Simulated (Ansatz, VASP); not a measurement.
**Two plane-wave programs on P**

```
P
1.0
     1.74086    1.00508    3.06700
    -1.74086    1.00508    3.06700
     0.00000   -2.01017    3.06700
P
2
Cartesian
  0.0000 0.0000 2.1103
  0.0000 0.0000 7.0907
```

Alike in both runs: functional PBE; k mesh 15 × 15 × 15; occupations gaussian, width 0.1 eV; no spin polarisation.

Ansatz relaxed the structure, and its values are those at the end. VASP's run is a single point on that final structure, the one shown.

```csv
,VASP,Ansatz
version,VASP 6.6.1,Ansatz 0.2.0
potentials or method,"VASP PAW PBE potentials, release 64 (P), cutoff 520 eV","scalar-relativistic, plane waves, PAW"
valence electrons in the cell,10,10
```

|  | VASP | Ansatz | Ansatz less VASP |
| --- | --- | --- | --- |
| gap on the k mesh at the Fermi level (eV) | none | none | - |
| pressure (GPa) | -0.3 | 0.0 | +0.28 |
| rms of the force components (eV/Å) | 0.027 | 0.001 | -0.0261 |

A gap of «none» marks a metal or a gap that the smearing closes.
